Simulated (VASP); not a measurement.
Input of a VASP 6.6.1 run:

Contents of INCAR:

```
SYSTEM = Zr
PREC = Accurate ; ENCUT = 520
EDIFF = 1E-7 ; ISMEAR = -1
SIGMA = 0.05 ; LREAL = .FALSE.
LASPH = .TRUE. ; NELM = 60
ALGO = Normal ; ISIF = 2
LWAVE = .FALSE. ; LCHARG = .FALSE.
GGA = PE ; NBANDS = 12
```

KPOINTS

```
Automatic mesh
0
G
  15 15 14
  0 0 0
```

Contents of POSCAR:

```
Zr
1.0
    2.9164336704      0.0000000000      0.0000000000
   -1.4582168352      2.5257056471      0.0000000000
    0.0000000000      0.0000000000      2.8919054738
Zr
1
Direct
    0.0000000000      0.0000000000      0.0000000000
```

Potentials or basis: VASP PAW PBE potentials, release 64 (Zr_sv).

The run is started by

```sh
$ cat potpaw_PBE.64/Zr_sv/POTCAR > POTCAR
$ mpirun -np 1 vasp_std > vasp.out
```

Q: Predict the pressure.

A: 11.1 GPa.

Q: Estimate the band gap on the k mesh.

A: Zero (band 6 reaches 9.97 eV, above the bottom of band 7 at 9.35 eV).
